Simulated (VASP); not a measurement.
# Te (Pm-3m) in VASP: a series of runs

The runs below take Te through single point, with LDA.

Program: VASP 6.6.1. These are calculated values, not measurements. Logs are shortened: lines on timing, memory, paths and dates and some standing lists are left out, and cuts for length are marked.

### 1 The cell of the first run

Symmetry: Pm-3m, No. 221, cubic system. Conventional cell: a = 2.310 Å, b = 2.310 Å, c = 2.310 Å, α = 90.00°, β = 90.00°, γ = 90.00°. Te (site symmetry m-3m) has 6 Te at 2.31 Å within 3.1 Å.

### 2 Single point, LDA (volume scaled by 0.4)

Input file INCAR:

```
SYSTEM = Te
PREC = Accurate ; ENCUT = 520
EDIFF = 1E-7 ; ISMEAR = -1
SIGMA = 0.1 ; LREAL = .False.
LASPH = .True. ; NELM = 100
ALGO = Normal ; ISIF = 2
LWAVE = .False. ; LCHARG = .True.
GGA = CA ; LELF = .True.
LVHAR = .True. ; NBANDS = 9
```

Input file KPOINTS:

```
regular mesh
0
Gamma
  12 12 12
  0 0 0
```

Input file POSCAR:

```
Te
1.0
    2.3095646575      0.0000000000      0.0000000000
    0.0000000000      2.3095646575      0.0000000000
    0.0000000000      0.0000000000      2.3095646575
Te
1
Direct
    0.0000000000      0.0000000000      0.0000000000
```

Potentials or basis: VASP PAW LDA potentials, release 64 (Te).

Started as:

```bash
cat potpaw_LDA.64/Te/POTCAR > POTCAR
mpirun -np 1 vasp_std > vasp.out
```

OUTCAR:

```text
SYSTEM = Te
   PREC = Accurate
   ENCUT = 520
   EDIFF = 1E-7
   ISMEAR = -1
   LREAL = .False.
   LASPH = .True.
   NELM = 100
   ISIF = 2
   GGA = CA

 ion  position               nearest neighbor table
   1  0.000  0.000  0.000-

  LATTYP: Found a simple cubic cell.
 ALAT       =     2.3095646575

  Lattice vectors:

 A1 = (   2.3095646575,   0.0000000000,   0.0000000000)
 A2 = (   0.0000000000,   2.3095646575,   0.0000000000)
 A3 = (   0.0000000000,   0.0000000000,   2.3095646575)

Analysis of symmetry for initial positions (statically):
=====================================================================
 Subroutine PRICEL returns:
 Original cell was already a primitive cell.

 Routine SETGRP: Setting up the symmetry group for a
 simple cubic supercell.

 Subroutine GETGRP returns: Found 48 space group operations
 (whereof 48 operations were pure point group operations)
 out of a pool of 48 trial point group operations.

The static configuration has the point symmetry O_h .

Analysis of symmetry for dynamics (positions and initial velocities):
=====================================================================
 Subroutine PRICEL returns:
 Original cell was already a primitive cell.

 Routine SETGRP: Setting up the symmetry group for a
 simple cubic supercell.

 Subroutine GETGRP returns: Found 48 space group operations
 (whereof 48 operations were pure point group operations)
 out of a pool of 48 trial point group operations.

The dynamic configuration has the point symmetry O_h .

 Subroutine INISYM returns: Found 48 space group operations
 (whereof 48 operations are pure point group operations),
 and found     1 'primitive' translations

----------------------------------------------------------------------------------------

                                     Primitive cell

  volume of cell :      12.3194

  direct lattice vectors                    reciprocal lattice vectors
     2.309564658  0.000000000  0.000000000     0.432982033  0.000000000  0.000000000
     0.000000000  2.309564658  0.000000000     0.000000000  0.432982033  0.000000000
     0.000000000  0.000000000  2.309564658     0.000000000  0.000000000  0.432982033

  length of vectors
     2.309564658  2.309564658  2.309564658     0.432982033  0.432982033  0.432982033

  position of ions in fractional coordinates (direct lattice)
     0.000000000  0.000000000  0.000000000

  ion indices of the primitive-cell ions
   primitive index   ion index
                 1           1

----------------------------------------------------------------------------------------

 KPOINTS: regular mesh

Automatic generation of k-mesh.
 Grid dimensions read from file:
 generate k-points for:   12   12   12

 Generating k-lattice:

  Cartesian coordinates                     Fractional coordinates (reciprocal lattice)
     0.036081836  0.000000000  0.000000000     0.083333333  0.000000000  0.000000000
     0.000000000  0.036081836  0.000000000     0.000000000  0.083333333  0.000000000
     0.000000000  0.000000000  0.036081836     0.000000000  0.000000000  0.083333333

  Length of vectors
     0.036081836  0.036081836  0.036081836

  Shift w.r.t. Gamma in fractional coordinates (k-lattice)
     0.000000000  0.000000000  0.000000000

 Subroutine IBZKPT returns following result:
 ===========================================

 Found     84 irreducible k-points:

 Following reciprocal coordinates:
            Coordinates               Weight
  0.000000  0.000000  0.000000      1.000000
  0.083333  0.000000  0.000000      6.000000
  0.166667  0.000000  0.000000      6.000000
  0.250000  0.000000  0.000000      6.000000
  0.333333  0.000000  0.000000      6.000000
  0.416667  0.000000  0.000000      6.000000
[... 16 lines left out ...]
  0.333333  0.333333  0.000000     12.000000
  0.416667  0.333333  0.000000     24.000000
 [... further k-points ...]
   k-points           NKPTS =     84   k-points in BZ     NKDIM =     84   number of bands    NBANDS=      9
   number of dos      NEDOS =    301   number of ions     NIONS =      1
   total plane-waves  NPLWV =   5832
   dimension x,y,z NGX =    18 NGY =   18 NGZ =   18
   dimension x,y,z NGXF=    36 NGYF=   36 NGZF=   36
   ions per type =               1
   NGX,Y,Z   is equivalent  to a cutoff of  12.96, 12.96, 12.96 a.u.
   NGXF,Y,Z  is equivalent  to a cutoff of  25.91, 25.91, 25.91 a.u.
 SYSTEM =  Te
   PREC   = accura    normal or accurate (medium, high low for compatibility)
   ISTART =      0    job   : 0-new  1-cont  2-samecut
   ICHARG =      2    charge: 1-file 2-atom 10-const
   ISPIN  =      1    spin polarized calculation?
   LNONCOLLINEAR =      F non collinear calculations
   LSORBIT =      F    spin-orbit coupling
   LASPH  =      T    aspherical Exc in radial PAW
   ENCUT  =  520.0 eV  38.22 Ry    6.18 a.u.   4.29  4.29  4.29*2*pi/ulx,y,z
   NELM   =    100;   NELMIN=  2; NELMDL= -5     # of ELM steps
   EDIFF  = 0.1E-06   stopping-criterion for ELM
   LREAL  =      F    real-space projection
   EDIFFG = 0.1E-05   stopping-criterion for IOM
   NSW    =      0    number of steps for IOM
   IBRION =     -1    ionic relax: 0-MD 1-quasi-New 2-CG
   NFREE  =      0    steps in history (QN), initial steepest desc. (CG)
   ISIF   =      2    stress and relaxation
   ISYM   =      2    0-nonsym 1-usesym 2-fastsym
   POTIM  = 0.5000    time-step for ionic-motion
   TEBEG  =    0.0;   TEEND  =   0.0 temperature during run
   PSTRESS=    0.0 pullay stress
   NELECT =       6.0000    total number of electrons
   NUPDOWN=      -1.0000    fix difference up-down
   EMIN   =  10.00;   EMAX   =-10.00  energy-range for DOS
   EFERMI =   0.00;   METHOD = LEGACY
   ISMEAR =    -1;   SIGMA  =   0.10  broadening in eV -4-tet -1-fermi 0-gaus
   EFERMI_NEDOS =   21; number of points for ismear=-14 and -15
   IALGO  =     38    algorithm
   IMIX   =      4    mixing-type and parameters
     AMIX     =   0.40;   BMIX     =  1.00
     AMIX_MAG =   1.60;   BMIX_MAG =  1.00
  volume/ion in A,a.u.               =      12.32        83.14
  Fermi-wavevector in a.u.,A,eV,Ry     =   1.288037  2.434038 22.572612  1.659040
  Thomas-Fermi vector in A             =   2.420015
   LORBIT       =      0    0 simple, 1 ext, 2 COOP (PROOUT), +10 PAW based schemes
   GGA     = CA    functional components
   LHFCALC =     F    Hartree Fock is set to
   AEXX    =    0.0000 exact exchange contribution
   IVDW    =     0    specifies the selected vdW correction
   LEPSILON=     F    determine dielectric tensor
   LRPA    =     F    only Hartree local field effects (RPA)
 non-spin polarized calculation
  energy-cutoff  :      520.00
  volume of cell :       12.32
 maximum number of plane-waves:       344
 NGX is ok and might be reduce to    18
   NGX =  9   NGY =  9   NGZ =  9

 number of electron       6.0000000 magnetization

 Free energy of the ion-electron system (eV)
  ---------------------------------------------------
  ext. energy  EPLUGINS =         0.00000000
  ---------------------------------------------------
  free energy    TOTEN  =         6.13549145 eV

  energy without entropy =        6.14803684  energy(sigma->0) =        6.14176414

 E-fermi :  25.6810     XC(G=0): -14.1190

 val. band max:       25.6355201144   @ k =   0.0833   0.0833   0.0000
 cond. band min:      25.7026050305   @ k =   0.2500   0.1667   0.1667
 fundamental gap:      0.0670849161
 Fermi energy:        25.6809554125

 k-point     1 :       0.0000    0.0000    0.0000
  band No.  band energies     occupation
      1      -0.0464      2.00000
      2      28.0703      0.00000
      3      28.0703      0.00000
      4      28.0703      0.00000
      5      32.0530      0.00000
      6      32.0530      0.00000
      7      38.3241      0.00000
      8      46.5434      0.00000
      9      46.5434      0.00000

 k-point     2 :       0.0833    0.0000    0.0000
  band No.  band energies     occupation
      1       0.1683      2.00000
      2      25.7174      0.81984
      3      28.3340      0.00000
      4      28.3340      0.00000
      5      32.1099      0.00000
      6      33.5238      0.00000
      7      39.3166      0.00000
      8      45.1027      0.00000
      9      45.9663      0.00000

 k-point     3 :       0.1667    0.0000    0.0000
  band No.  band energies     occupation
      1       0.8155      2.00000
      2      21.9616      2.00000
      3      29.0990      0.00000
      4      29.0990      0.00000
      5      32.2838      0.00000
      6      34.6810      0.00000
      7      42.1926      0.00000
      8      42.6139      0.00000
      9      44.6715      0.00000

 k-point     4 :       0.2500    0.0000    0.0000
  band No.  band energies     occupation
      1       1.9026      2.00000
      2      18.1438      2.00000
      3      30.2883      0.00000
      4      30.2883      0.00000
      5      32.5836      0.00000
      6      35.1248      0.00000
      7      40.2722      0.00000
      8      43.0426      0.00000
      9      43.0426      0.00000

 k-point     5 :       0.3333    0.0000    0.0000
  band No.  band energies     occupation
      1       3.4333      2.00000
      2      14.5204      2.00000
      3      31.7654      0.00000
      4      31.7654      0.00000
      5      33.0130      0.00000
      6      35.3051      0.00000
      7      38.3235      0.00000
      8      41.2576      0.00000
      9      41.2576      0.00000

 k-point     6 :       0.4167    0.0000    0.0000
  band No.  band energies     occupation
      1       5.3708      2.00000
      2      11.2675      2.00000
      3      33.2637      0.00000
      4      33.2637      0.00000
      5      33.5271      0.00000
      6      35.3681      0.00000
      7      36.8817      0.00000
      8      39.5776      0.00000
      9      39.5776      0.00000
[... 169 lines left out ...]
 k-point    21 :       0.4167    0.2500    0.0000
  band No.  band energies     occupation
      1       7.2298      2.00000
      2      13.0385      2.00000
      3      23.3594      2.00000
      4      28.5816      0.00000
      5      35.6518      0.00000
      6      35.7369      0.00000
      7      38.9127      0.00000
      8      40.6698      0.00000
      9      47.1631      0.00000

 k-point    22 :       0.5000    0.2500    0.0000
  band No.  band energies     occupation
      1       8.7931      2.00000
      2      11.0519      2.00000
      3      24.4415      1.99999
      4      27.2014      0.00000
      5      35.9813      0.00000
      6      36.7633      0.00000
      7      38.3751      0.00000
      8      39.5905      0.00000
      9      47.7510      0.00000

 k-point    23 :       0.3333    0.3333    0.0000
  band No.  band energies     occupation
      1       6.8158      2.00000
      2      16.2995      2.00000
      3      19.5376      2.00000
      4      28.2575      0.00000
      5      35.6447      0.00000
      6      35.7314      0.00000
      7      39.5738      0.00000
      8      42.8012      0.00000
      9      44.6989      0.00000

 k-point    24 :       0.4167    0.3333    0.0000
  band No.  band energies     occupation
      1       8.6809      2.00000
      2      14.1552      2.00000
      3      20.0517      2.00000
      4      25.8752      0.25071
      5      36.4408      0.00000
      6      37.3549      0.00000
      7      38.7938      0.00000
      8      41.5664      0.00000
      9      45.0241      0.00000

 [... further k-points ...]
[... 5 lines left out ...]
  --------------------------------------------------------------------------------------
  -------------------------------------------------------------------------------------
  Total       29.8763060     29.8763060     29.8763060     -0.0000000     -0.0000000      0.0000000
  in kB     3885.5017279   3885.5017279   3885.5017279     -0.0000000     -0.0000000      0.0000000
  external PRESSURE =    3885.5017279 kB  Pullay stress =       0.0000000 kB

 VOLUME and BASIS-vectors are now :
 -----------------------------------------------------------------------------
  energy-cutoff  :      520.00
  volume of cell :       12.32
      direct lattice vectors                 reciprocal lattice vectors
     2.309564658  0.000000000  0.000000000     0.432982033  0.000000000  0.000000000
     0.000000000  2.309564658  0.000000000     0.000000000  0.432982033  0.000000000
     0.000000000  0.000000000  2.309564658     0.000000000  0.000000000  0.432982033

 POSITION                                       TOTAL-FORCE (eV/Angst)
 -----------------------------------------------------------------------------------
      0.00000      0.00000      0.00000         0.000000      0.000000      0.000000
 -----------------------------------------------------------------------------------
    total drift:                                0.000000      0.000000      0.000000

  FREE ENERGIE OF THE ION-ELECTRON SYSTEM (eV)
  ---------------------------------------------------
  free  energy   TOTEN  =         6.1354914452 eV

  energy  without entropy=        6.1480368403  energy(sigma->0) =        6.14176414
```

Wall time 5.1 s (1 thread of Intel Xeon 6975P-C, shared host); peak memory 0.12 GiB.

What came out:

- Free energy: 6.1355 eV
- Pressure: 388.6 GPa
- Band gap on the k mesh: zero (band 3 reaches 33.83 eV, above the bottom of band 4 at 21.87 eV)

Caveat: spin-orbit coupling is left out, which moves the levels of the heavy elements.

(Continued in part 2 of 2.)
